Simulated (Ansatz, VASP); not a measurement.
## MgS: VASP beside Ansatz

Contents of INCAR:

```
SYSTEM = MgS
PREC = Accurate ; ENCUT = 600
EDIFF = 1E-6 ; ISMEAR = -1
SIGMA = 0.05 ; LREAL = .FALSE.
LASPH = .TRUE. ; NELM = 80
ALGO = Normal ; ISIF = 3
LWAVE = .FALSE. ; LCHARG = .FALSE.
GGA = PE ; IVDW = 13
IBRION = 2 ; NSW = 60
EDIFFG = -0.01
```

Contents of KPOINTS:

```
Automatic mesh
0
G
  8 8 4
  0 0 0
```

POSCAR

```
MgS
1.0
    4.0346224068      0.0000000000      0.0000000000
   -2.0173112034      3.4940854990      0.0000000000
    0.0000000000      0.0000000000      6.4322941800
S Mg
2 2
Direct
    0.6666666667      0.3333333333      0.8792441500
    0.3333333333      0.6666666667      0.3792441500
    0.3333333333      0.6666666667      0.9957548500
    0.6666666667      0.3333333333      0.4957548500
```

The input input.yaml:

```yaml
crystal:
  lattice:
    - [4.0346224068, 0.0, 0.0]
    - [-2.0173112034, 3.494085499, 0.0]
    - [0.0, 0.0, 6.43229418]
  atoms:
    - { symbol: S, position: [0.6666666667, 0.3333333333, 0.87924415] }
    - { symbol: S, position: [0.3333333333, 0.6666666667, 0.37924415] }
    - { symbol: Mg, position: [0.3333333333, 0.6666666667, 0.99575485] }
    - { symbol: Mg, position: [0.6666666667, 0.3333333333, 0.49575485] }
hamiltonian:
  xc: pbe
  pseudopotentials: { kind: paw }
  dispersion: d4
kpoints:
  mp_grid: { grid: [8, 8, 4] }
scf:
  occupations: { method: fermi_dirac, width: 0.05 }
output:
  forces: true
  stress: true
  eigenvalues: true
  write_density: true
  write_potential: true
  elf: true
  volumetric_format: npy
relax:
  f_tol: 0.01
  max_steps: 40
  cell: { stress_tol: 0.05 }
```

Alike in both runs: task relaxation of cell and atoms; functional PBE; dispersion D4; k mesh 8 × 8 × 4; occupations fermi-dirac, width 0.05 eV; no spin polarisation.

|  | VASP | Ansatz |
| --- | --- | --- |
| version | VASP 6.6.1 | Ansatz 0.2.0 |
| potentials or method | VASP PAW PBE potentials, release 64 (S, Mg) | Ansatz PAW |
| plane-wave cutoff (eV) | 600 | 420 |
| valence electrons in the cell | 16 | 32 |

VASP gave:

- gap on the k mesh at the Fermi level, each at its own relaxed structure (eV): 3.53
- relaxed volume (Å³/atom): 22.34
- relaxed cell length with the largest relative difference (Å): 4.013

Q: Estimate Ansatz's values.

A: gap on the k mesh at the Fermi level, each at its own relaxed structure (eV): 3.52; relaxed volume (Å³/atom): 22.38; relaxed cell length with the largest relative difference (Å): 4.015.

VASP's potentials hold 16 valence electrons a cell and Ansatz's 32, so a difference there can come from the potentials and not from the codes.

Noted on Ansatz's run: the plane-wave basis is chosen anew once the cell has moved, so the energies of steps on either side of that aren't comparable.
